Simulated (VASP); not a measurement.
# La3AlN4 (P3m1) in VASP: notebook

La3AlN4 is run at these levels: PBE, r2SCAN; tasks: single point.

All numbers are computed with VASP 6.6.1; they aren't measurements. Logs are shortened: lines on timing, memory, paths and dates and some standing lists are left out, and cuts for length are marked.

### 1 The cell of the first run

The structure is trigonal, space group P3m1 (No. 156). The conventional cell has a = 3.836 Å, b = 3.836 Å, c = 12.125 Å, α = 90.00°, β = 90.00°, γ = 120.00°. Within 2.4 Å of Al (site symmetry 3m) lie 4 N at 1.82 to 2.25 Å. Within 3.1 Å of La (site symmetry 3m) lie 4 N at 2.37 to 2.49 Å. La (site symmetry 3m) has 5 N at 2.33 to 2.94 Å within 3.1 Å. La (site symmetry 3m) has 4 N at 2.37 to 2.50 Å within 3.1 Å. N (site symmetry 3m) has 1 Al at 1.82 Å and 3 La at 2.33 Å within 2.4 Å. Within 3.1 Å of N (site symmetry 3m) lie 4 La at 2.37 to 2.49 Å. Within 3.1 Å of N (site symmetry 3m) lie 4 La at 2.37 to 2.51 Å. Within 3.0 Å of N (site symmetry 3m) lie 3 Al at 2.25 Å and 2 La at 2.50 to 2.94 Å.

### 2 Single point, PBE

Input file INCAR:

```
SYSTEM = La3AlN4
ALGO = Normal
EDIFF = 1E-6
ENCUT = 520
GGA = PE
ISIF = 2
ISMEAR = -1
LASPH = .True.
LCHARG = .False.
LREAL = .False.
LWAVE = .False.
NBANDS = 38
NELM = 100
PREC = Accurate
SIGMA = 0.02
```

Input file KPOINTS:

```
k-points
0
Gamma
  12 12 2
  0 0 0
```

Input file POSCAR:

```
La3AlN4
1.0
    3.8362598481      0.0000000000      0.0000000000
   -1.9181299241      3.3222984840      0.0000000000
    0.0000000000      0.0000000000     12.1245290308
Al La N
1 3 4
Direct
    0.3333333333      0.6666666667      0.0093350384
    0.3333333333      0.6666666667      0.4939969247
    0.6666666667      0.3333333333      0.2180995055
    0.6666666667      0.3333333333      0.7687951481
    0.3333333333      0.6666666667      0.1595168731
    0.3333333333      0.6666666667      0.6995218075
    0.6666666667      0.3333333333      0.4254848087
    0.6666666667      0.3333333333      0.9752498939
```

Potentials or basis: VASP PAW PBE potentials, release 64 (Al, La, N).

Command:

```console
cat potpaw_PBE.64/Al/POTCAR potpaw_PBE.64/La/POTCAR potpaw_PBE.64/N/POTCAR > POTCAR
mpirun -np 1 vasp_std > vasp.out
```

OUTCAR:

```text
SYSTEM = La3AlN4
   EDIFF = 1E-6
   ENCUT = 520
   GGA = PE
   ISIF = 2
   ISMEAR = -1
   LASPH = .True.
   LREAL = .False.
   NELM = 100
   PREC = Accurate

 ion  position               nearest neighbor table
   1  0.333  0.667  0.009-   5 1.82   8 2.25   8 2.25   8 2.25   3 3.36   3 3.36   3 3.36
   2  0.333  0.667  0.494-   7 2.37   7 2.37   7 2.37   6 2.49
   3  0.667  0.333  0.218-   5 2.33   5 2.33   5 2.33   7 2.51   1 3.36   1 3.36   1 3.36
   4  0.667  0.333  0.769-   6 2.37   6 2.37   6 2.37   8 2.50
   5  0.333  0.667  0.160-   1 1.82   3 2.33   3 2.33   3 2.33
   6  0.333  0.667  0.700-   4 2.37   4 2.37   4 2.37   2 2.49
   7  0.667  0.333  0.425-   2 2.37   2 2.37   2 2.37   3 2.51
   8  0.667  0.333  0.975-   1 2.25   1 2.25   1 2.25   4 2.50

  LATTYP: Found a hexagonal cell.
 ALAT       =     3.8362598481
 C/A-ratio  =     3.1605077630

  Lattice vectors:

 A1 = (   3.8362598481,   0.0000000000,   0.0000000000)
 A2 = (  -1.9181299241,   3.3222984840,   0.0000000000)
 A3 = (   0.0000000000,   0.0000000000,  12.1245290308)

Analysis of symmetry for initial positions (statically):
=====================================================================
 Subroutine PRICEL returns:
 Original cell was already a primitive cell.

 Routine SETGRP: Setting up the symmetry group for a
 hexagonal supercell.

 Subroutine GETGRP returns: Found  6 space group operations
 (whereof  6 operations were pure point group operations)
 out of a pool of 24 trial point group operations.

The static configuration has the point symmetry C_3v.

Analysis of symmetry for dynamics (positions and initial velocities):
=====================================================================
 Subroutine PRICEL returns:
 Original cell was already a primitive cell.

 Routine SETGRP: Setting up the symmetry group for a
 hexagonal supercell.

 Subroutine GETGRP returns: Found  6 space group operations
 (whereof  6 operations were pure point group operations)
 out of a pool of 24 trial point group operations.

The dynamic configuration has the point symmetry C_3v.

 Subroutine INISYM returns: Found  6 space group operations
 (whereof  6 operations are pure point group operations),
 and found     1 'primitive' translations

----------------------------------------------------------------------------------------

                                     Primitive cell

  volume of cell :     154.5296

  direct lattice vectors                    reciprocal lattice vectors
     3.836259848  0.000000000  0.000000000     0.260670559  0.150498218  0.000000000
    -1.918129924  3.322298484  0.000000000     0.000000000  0.300996435  0.000000000
     0.000000000  0.000000000 12.124529031     0.000000000  0.000000000  0.082477430

  length of vectors
     3.836259848  3.836259848 12.124529031     0.300996435  0.300996435  0.082477430

  position of ions in fractional coordinates (direct lattice)
     0.333333333  0.666666667  0.009335038
     0.333333333  0.666666667  0.493996925
     0.666666667  0.333333333  0.218099505
     0.666666667  0.333333333  0.768795148
     0.333333333  0.666666667  0.159516873
     0.333333333  0.666666667  0.699521807
     0.666666667  0.333333333  0.425484809
     0.666666667  0.333333333  0.975249894

  ion indices of the primitive-cell ions
   primitive index   ion index
                 1           1
                 2           2
                 3           3
                 4           4
                 5           5
                 6           6
                 7           7
                 8           8

----------------------------------------------------------------------------------------

 KPOINTS: k-points

Automatic generation of k-mesh.
 Grid dimensions read from file:
 generate k-points for:   12   12    2

 Generating k-lattice:

  Cartesian coordinates                     Fractional coordinates (reciprocal lattice)
     0.021722547  0.012541518  0.000000000     0.083333333  0.000000000  0.000000000
     0.000000000  0.025083036  0.000000000     0.000000000  0.083333333  0.000000000
     0.000000000  0.000000000  0.041238715     0.000000000  0.000000000  0.500000000

  Length of vectors
     0.025083036  0.025083036  0.041238715

  Shift w.r.t. Gamma in fractional coordinates (k-lattice)
     0.000000000  0.000000000  0.000000000

 Subroutine IBZKPT returns following result:
 ===========================================

 Found     38 irreducible k-points:

 Following reciprocal coordinates:
            Coordinates               Weight
  0.000000  0.000000  0.000000      1.000000
  0.083333  0.000000  0.000000      6.000000
  0.166667  0.000000  0.000000      6.000000
  0.250000  0.000000  0.000000      6.000000
  0.333333  0.000000  0.000000      6.000000
  0.416667  0.000000  0.000000      6.000000
[... 16 lines left out ...]
  0.250000  0.000000  0.500000      6.000000
  0.333333  0.000000  0.500000      6.000000
 [... further k-points ...]
[... 47 lines left out ...]
   LEPSILON=     F    determine dielectric tensor
   LRPA    =     F    only Hartree local field effects (RPA)
 non-spin polarized calculation
  energy-cutoff  :      520.00
  volume of cell :      154.53
 maximum number of plane-waves:      4206
 NGX is ok and might be reduce to    30
   NGX = 15   NGY = 15   NGZ = 45

 number of electron      56.0000000 magnetization

 Free energy of the ion-electron system (eV)
  ---------------------------------------------------
  ext. energy  EPLUGINS =         0.00000000
  ---------------------------------------------------
  free energy    TOTEN  =       -60.35928683 eV

  energy without entropy =      -60.35928663  energy(sigma->0) =      -60.35928673

 E-fermi :   6.4089     XC(G=0):  -9.7427

 val. band max:        6.1914529278   @ k =   0.5000   0.0000   0.0000
 cond. band min:       6.6024172175   @ k =   0.0000   0.0000   0.0000
 fundamental gap:      0.4109642896
 Fermi energy:         6.4088937644

 k-point     1 :       0.0000    0.0000    0.0000
  band No.  band energies     occupation
      1     -24.6668      2.00000
      2     -24.5648      2.00000
      3     -24.5048      2.00000
      4      -9.6124      2.00000
      5      -9.3796      2.00000
      6      -8.4572      2.00000
[... 30 lines left out ...]
     37      10.0747      0.00000
     38      10.1855      0.00000

 k-point     2 :       0.0833    0.0000    0.0000
  band No.  band energies     occupation
      1     -24.6571      2.00000
      2     -24.5548      2.00000
      3     -24.4962      2.00000
      4      -9.6067      2.00000
      5      -9.3875      2.00000
      6      -8.5585      2.00000
[... 30 lines left out ...]
     37      10.0999      0.00000
     38      10.1720      0.00000

 k-point     3 :       0.1667    0.0000    0.0000
  band No.  band energies     occupation
      1     -24.6305      2.00000
      2     -24.5271      2.00000
      3     -24.4727      2.00000
      4      -9.6150      2.00000
      5      -9.4481      2.00000
      6      -8.8843      2.00000
[... 30 lines left out ...]
     37      10.1212      0.00000
     38      10.1402      0.00000

 k-point     4 :       0.2500    0.0000    0.0000
  band No.  band energies     occupation
      1     -24.5935      2.00000
      2     -24.4887      2.00000
      3     -24.4406      2.00000
      4      -9.7267      2.00000
      5      -9.6372      2.00000
      6      -9.2787      2.00000
[... 30 lines left out ...]
     37      10.1507      0.00000
     38      10.1882      0.00000
[... 703 lines left out ...]
      4      -9.6997      2.00000
      5      -9.2941      2.00000
      6      -8.9291      2.00000
[... 30 lines left out ...]
     37      10.1084      0.00000
     38      10.2031      0.00000

 k-point    23 :       0.2500    0.0000    0.5000
  band No.  band energies     occupation
      1     -24.5935      2.00000
      2     -24.4889      2.00000
      3     -24.4404      2.00000
      4      -9.7648      2.00000
      5      -9.5948      2.00000
      6      -9.2706      2.00000
[... 30 lines left out ...]
     37      10.1188      0.00000
     38      10.1791      0.00000

 k-point    24 :       0.3333    0.0000    0.5000
  band No.  band energies     occupation
      1     -24.5560      2.00000
      2     -24.4495      2.00000
      3     -24.4082      2.00000
      4      -9.9946      2.00000
      5      -9.8649      2.00000
      6      -9.6153      2.00000
[... 30 lines left out ...]
     37      10.1445      0.00000
     38      10.2000      0.00000

 [... further k-points ...]

------------------------ aborting loop because EDIFF is reached ----------------------------------------

  FORCE on cell =-STRESS in cart. coord.  units (eV):
  Direction    XX          YY          ZZ          XY          YZ          ZX
  --------------------------------------------------------------------------------------
  -------------------------------------------------------------------------------------
  Total        0.7495145      0.7495145      0.6357852     -0.0000000      0.0000000     -0.0000000
  in kB        7.7710392      7.7710392      6.5918829     -0.0000000      0.0000000     -0.0000000
  external PRESSURE =       7.3779871 kB  Pullay stress =       0.0000000 kB

 VOLUME and BASIS-vectors are now :
 -----------------------------------------------------------------------------
  energy-cutoff  :      520.00
  volume of cell :      154.53
      direct lattice vectors                 reciprocal lattice vectors
     3.836259848  0.000000000  0.000000000     0.260670559  0.150498218  0.000000000
    -1.918129924  3.322298484  0.000000000     0.000000000  0.300996435  0.000000000
     0.000000000  0.000000000 12.124529031     0.000000000  0.000000000  0.082477430

 POSITION                                       TOTAL-FORCE (eV/Angst)
 -----------------------------------------------------------------------------------
     -0.00000      2.21487      0.11318        -0.000000      0.000000     -0.277951
     -0.00000      2.21487      5.98948        -0.000000      0.000000      0.014604
      1.91813      1.10743      2.64435        -0.000000      0.000000     -0.014345
      1.91813      1.10743      9.32128         0.000000      0.000000      0.046741
     -0.00000      2.21487      1.93407         0.000000      0.000000      0.289148
     -0.00000      2.21487      8.48137        -0.000000     -0.000000     -0.011745
      1.91813      1.10743      5.15880        -0.000000      0.000000     -0.006723
      1.91813      1.10743     11.82445         0.000000     -0.000000     -0.039729
 -----------------------------------------------------------------------------------
    total drift:                               -0.000000      0.000000     -0.000899

  FREE ENERGIE OF THE ION-ELECTRON SYSTEM (eV)
  ---------------------------------------------------
  free  energy   TOTEN  =       -60.3592868284 eV

  energy  without entropy=      -60.3592866279  energy(sigma->0) =      -60.35928673
```

It took 7.4 min on 1 thread of Intel Xeon 8259CL, shared host; peak memory 0.4 GiB.

What came out:

| Item | Value |
| --- | --- |
| Free energy | -60.3593 eV |
| Pressure | 0.7 GPa |
| Largest force | 0.289 eV/Å |
| Band gap on the k mesh | 0.41 eV (least direct gap 1.42 eV) |

Forces in eV/Å, atoms in the order of the input:
```
Al   0.000  0.000 -0.278
La   0.000  0.000  0.015
La   0.000  0.000 -0.014
La   0.000  0.000  0.047
N    0.000  0.000  0.289
N    0.000  0.000 -0.012
N    0.000  0.000 -0.007
N    0.000  0.000 -0.040
```

Caveat: semilocal functionals underestimate gaps, and a narrow one can read as zero; spin-orbit coupling is left out, which moves the levels of the heavy elements. A k mesh can miss the band edges.

### 3 Single point, PBE

This run uses another cell than the first one, of 19.50 Å³/atom.

Input file INCAR:

```
ALGO = Normal ; EDIFF = 1E-6
ENCUT = 520 ; GGA = PE
ISIF = 2 ; ISMEAR = -1
LASPH = True ; LCHARG = True
LELF = True ; LREAL = False
LVHAR = True ; LWAVE = False
NBANDS = 38 ; NELM = 60
PREC = Accurate ; SIGMA = 0.02
```

Input file KPOINTS:

```
k-points
0
Gamma
  12 12 2
```

Input file POSCAR:

```
La3AlN4
1.0
    3.8626542734      0.0000000000      0.0000000000
   -1.9313271367      3.3451567268      0.0000000000
    0.0000000000      0.0000000000     12.0746515348
Al La N
1 3 4
Direct
    0.3333333333      0.6666666667      0.0085643399
    0.3333333333      0.6666666667      0.4935630758
    0.6666666667      0.3333333333      0.2175643060
    0.6666666667      0.3333333333      0.7682295452
    0.3333333333      0.6666666667      0.1606997809
    0.3333333333      0.6666666667      0.7001286204
    0.6666666667      0.3333333333      0.4262844976
    0.6666666667      0.3333333333      0.9749658342
```

Potentials or basis: VASP PAW PBE potentials, release 64 (Al, La, N).

Command:

```console
cat potpaw_PBE.64/Al/POTCAR potpaw_PBE.64/La/POTCAR potpaw_PBE.64/N/POTCAR > POTCAR
mpirun -np 1 vasp_std > vasp.out
```

It took 6.5 min on 1 thread of Intel Xeon 8259CL, shared host; peak memory 0.4 GiB.

It converged, with:

```
Free energy            : -60.3664 eV
Pressure               : -0.2 GPa
Largest force          : 0.018 eV/Å
Band gap on the k mesh : 0.37 eV (least direct gap 1.36 eV)
```

Forces in eV/Å, atoms in the order of the input:
```
Al   0.000  0.000 -0.004
La   0.000  0.000 -0.006
La   0.000  0.000 -0.003
La   0.000  0.000 -0.002
N    0.000  0.000  0.018
N    0.000  0.000  0.001
N    0.000  0.000  0.005
N    0.000  0.000 -0.010
```

Levels at points of the mesh, in eV from the valence-band top:
| k point | band 25 | band 26 | band 27 | band 28 | band 29 | band 30 | band 31 | band 32 |
| --- | --- | --- | --- | --- | --- | --- | --- | --- |
| (0.00, 0.00, 0.00) | -1.57 | -1.37 | -1.37 | -0.99 | 0.37 | 2.08 | 2.49 | 3.19 |
| (0.50, 0.00, 0.00) | -0.62 | -0.57 | -0.32 | 0.00 | 2.06 | 2.63 | 2.99 | 3.07 |
| (0.00, 0.00, 0.50) | -1.48 | -1.36 | -1.36 | -1.22 | 0.56 | 1.85 | 2.78 | 3.06 |
| (0.50, 0.00, 0.50) | -0.78 | -0.49 | -0.21 | -0.10 | 2.10 | 2.70 | 2.85 | 3.05 |

Caveat: semilocal functionals underestimate gaps, and a narrow one can read as zero; spin-orbit coupling is left out, which moves the levels of the heavy elements.

### 4 Single point, r2SCAN

Input file POSCAR:

```
La3AlN4
1.0
    3.8362598481      0.0000000000      0.0000000000
   -1.9181299241      3.3222984840      0.0000000000
    0.0000000000      0.0000000000     12.1245290308
Al La N
1 3 4
Direct
    0.3333333333      0.6666666667      0.0093350384
    0.3333333333      0.6666666667      0.4939969247
    0.6666666667      0.3333333333      0.2180995055
    0.6666666667      0.3333333333      0.7687951481
    0.3333333333      0.6666666667      0.1595168731
    0.3333333333      0.6666666667      0.6995218075
    0.6666666667      0.3333333333      0.4254848087
    0.6666666667      0.3333333333      0.9752498939
```

Input file INCAR.step1:

```
SYSTEM = La3AlN4
PREC     = Accurate       ! precision mode
ENCUT    = 520            ! plane-wave cutoff, eV
ISMEAR   = -1             ! smearing method
SIGMA    = 0.02           ! smearing width, eV
LREAL    = .FALSE.        ! projectors in reciprocal space
LASPH    = .TRUE.         ! aspherical terms in the spheres
NELM     = 80             ! most SCF steps
NBANDS   = 38             ! bands
GGA      = PE             ! functional
ALGO     = Normal         ! electronic algorithm
EDIFF    = 1E-4           ! SCF threshold, eV
LWAVE    = .TRUE.         ! write WAVECAR
LCHARG   = .FALSE.        ! write CHGCAR
```

Input file INCAR.step2:

```
SYSTEM = La3AlN4
PREC     = Accurate       ! precision mode
ENCUT    = 520            ! plane-wave cutoff, eV
EDIFF    = 1E-7           ! SCF threshold, eV
ISMEAR   = -1             ! smearing method
SIGMA    = 0.02           ! smearing width, eV
LREAL    = .FALSE.        ! projectors in reciprocal space
LASPH    = .TRUE.         ! aspherical terms in the spheres
NELM     = 80             ! most SCF steps
ALGO     = Normal         ! electronic algorithm
ISIF     = 2              ! what is computed and relaxed
LWAVE    = .FALSE.        ! write WAVECAR
LCHARG   = .FALSE.        ! write CHGCAR
METAGGA  = R2SCAN         ! meta-GGA
LMIXTAU  = .TRUE.       
NBANDS   = 38             ! bands
ISTART   = 1
```

Input file KPOINTS:

```
Automatic mesh
0
G
  12 12 2
  0 0 0
```

Command:

```console
cat potpaw_PBE.64/Al/POTCAR potpaw_PBE.64/La/POTCAR potpaw_PBE.64/N/POTCAR > POTCAR
cp INCAR.step1 INCAR
mpirun -np 1 vasp_std > vasp.out
cp INCAR.step2 INCAR
mpirun -np 1 vasp_std > vasp.out
```

Wall time 26 min (1 thread of Intel Xeon 8259CL, shared host); peak memory 0.45 GiB.

It converged, with:

```
Free energy            : -142.7682 eV
Pressure               : -0.3 GPa
Largest force          : 0.046 eV/Å
Band gap on the k mesh : 0.67 eV (least direct gap 1.71 eV)
```

Forces on the atoms (eV/Å):
```
Al   0.000  0.000 -0.015
La   0.000  0.000 -0.007
La   0.000  0.000 -0.005
La   0.000  0.000 -0.007
N    0.000  0.000  0.046
N    0.000  0.000  0.001
N    0.000  0.000  0.001
N    0.000  0.000 -0.013
```

Levels at points of the mesh, in eV from the valence-band top:
```
           k point  band 26  band 27  band 28  band 29  band 30  band 31
(0.00, 0.00, 0.00)    -1.44    -1.44    -1.04     0.67     2.40     2.82
(0.50, 0.00, 0.00)    -0.57    -0.38     0.00     2.42     2.95     3.31
(0.00, 0.00, 0.50)    -1.42    -1.42    -1.24     0.83     2.17     3.10
(0.50, 0.00, 0.50)    -0.54    -0.26    -0.08     2.45     3.03     3.16
```

Caveat: semilocal functionals underestimate gaps, and a narrow one can read as zero; the PAW data sets were made with another functional, which shifts forces and pressure a little; spin-orbit coupling is left out, which moves the levels of the heavy elements. A k mesh can miss the band edges.

### 5 Overview

```tsv
level	cell	gap on the mesh (eV)	pressure (GPa)	largest force (eV/Å)
PBE	a = 3.836, b = 3.836, c = 12.125 Å, angles 90.0, 90.0, 120.0°, 8 atoms, atomic positions A	0.41	0.7	0.29
PBE	a = 3.863, b = 3.863, c = 12.075 Å, angles 90.0, 90.0, 120.0°, 8 atoms, atomic positions B	0.37	-0.2	0.02
r2SCAN	a = 3.836, b = 3.836, c = 12.125 Å, angles 90.0, 90.0, 120.0°, 8 atoms, atomic positions A	0.67	-0.3	0.05
```

Alike in all rows: task single point; potentials or basis VASP PAW PBE potentials, release 64 (Al, La, N); no spin polarisation; k mesh 12 × 12 × 2; cutoff (eV) 520; smearing fermi-dirac 0.02 eV.

Caveats: semilocal functionals underestimate gaps, and a narrow one can read as zero; spin-orbit coupling is left out, which moves the levels of the heavy elements; the PAW data sets were made with another functional, which shifts forces and pressure a little (at least some runs).

Absolute energies hang on the potentials; compare differences alone.
